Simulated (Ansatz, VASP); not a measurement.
# One calculation of Co, two programs

```
CELL_PARAMETERS angstrom
0.00000 1.76107 1.76107
1.76107 0.00000 1.76107
1.76107 1.76107 0.00000
ATOMIC_POSITIONS crystal
Co 0.00000 0.00000 0.00000
```

Alike in both runs: functional PBE; k mesh 15 × 15 × 15; occupations fermi-dirac, width 0.05 eV; collinear spin.

Ansatz relaxed the structure, and its values are those at the end. VASP's run is a single point on that final structure, the one shown.

|  | VASP | Ansatz |
| --- | --- | --- |
| version | VASP 6.6.1 | Ansatz 0.2.0 |
| potentials or method | VASP PAW PBE potentials, release 64 (Co), cutoff 520 eV | plane waves (420 eV) with PAW, scalar-relativistic |
| valence electrons in the cell | 9 | 17 |

Ansatz gave:

```
pressure (GPa)                                                : 0.0
net moment per atom (μB)                                      : 1.66
size of the moment on the site where the two differ most (μB) : 1.73
```

Q: Estimate VASP's values.

A: Pressure (GPa): -0.7; net moment per atom (μB): 1.65; size of the moment on the site where the two differ most (μB): 1.67.

Site moments also hang on the region over which each program counts them. With one functional, cell and mesh, what is left measures potentials, basis and numerics. VASP's potentials hold 9 valence electrons a cell and Ansatz's 17, so a difference there can come from the potentials and not from the codes.
